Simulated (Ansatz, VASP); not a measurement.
## MgO2: VASP beside Ansatz

File INCAR:

```
SYSTEM = MgO2
PREC = Accurate
ENCUT = 520
EDIFF = 1E-7
ISMEAR = 0
SIGMA = 0.05
LREAL = .FALSE.
LASPH = .TRUE.
NELM = 100
ALGO = Normal
ISIF = 2
LWAVE = .FALSE.
LCHARG = .FALSE.
GGA = PS
NBANDS = 14
```

File KPOINTS:

```
regular mesh
0
G
  12 12 12
  0 0 0
```

POSCAR

```
MgO2
1.0
    1.5806896008      0.9126115665      3.5987982411
   -1.5806896008      0.9126115665      3.5987982411
    0.0000000000     -1.8252231330      3.5987982411
Mg O
1 2
Direct
    0.0000000000      0.0000000000      0.0000000000
    0.4287860000      0.4287860000      0.4287860000
    0.5712140000      0.5712140000      0.5712140000
```

Input for Ansatz:

```yaml
crystal:
  lattice:
    - [1.5806896008, 0.9126115665, 3.5987982411]
    - [-1.5806896008, 0.9126115665, 3.5987982411]
    - [0.0, -1.825223133, 3.5987982411]
  atoms:
    - { symbol: Mg, position: [0.0, 0.0, 0.0] }
    - { symbol: O, position: [0.428786, 0.428786, 0.428786] }
    - { symbol: O, position: [0.571214, 0.571214, 0.571214] }
basis:
  ecutwfc: 420
kpoints:
  mp_grid: { grid: [12, 12, 12] }
hamiltonian:
  xc: pbesol
scf:
  occupations: { method: gaussian, width: 0.05 }
output:
  forces: true
  stress: true
  eigenvalues: true
```

Change from the starting cell: strain -0.015 along x and y, +0.030 along z, atoms carried along.

Alike in both runs: task single point; functional PBEsol; k mesh 12 × 12 × 12; occupations gaussian, width 0.05 eV; no spin polarisation.

```csv
,VASP,Ansatz
version,VASP 6.6.1,Ansatz 0.2.0
potentials or method,"VASP PAW PBE potentials, release 64 (Mg, O), cutoff 520 eV","scalar-relativistic, plane waves, PAW"
valence electrons in the cell,14,22
```

VASP gave:

```
gap on the k mesh at the Fermi level (eV)                     : 1.58
least direct gap on the mesh (eV)                             : 1.58
pressure (GPa)                                                : -7.0
traceless stress, the component that is largest in VASP (GPa) : -12.60
rms of the force components (eV/Å)                            : 0.453
```

Task: Which values does Ansatz return?

Result: gap on the k mesh at the Fermi level (eV): 1.60; least direct gap on the mesh (eV): 1.60; pressure (GPa): -6.7; traceless stress, the component that is largest in VASP (GPa): -13.36; rms of the force components (eV/Å): 0.516.

VASP's potentials were made for PBE, not for PBEsol. Atom by atom the forces differ by 0.063 eV/Å (rms over components). VASP's potentials hold 14 valence electrons a cell and Ansatz's 22, so a difference there can come from the potentials and not from the codes.
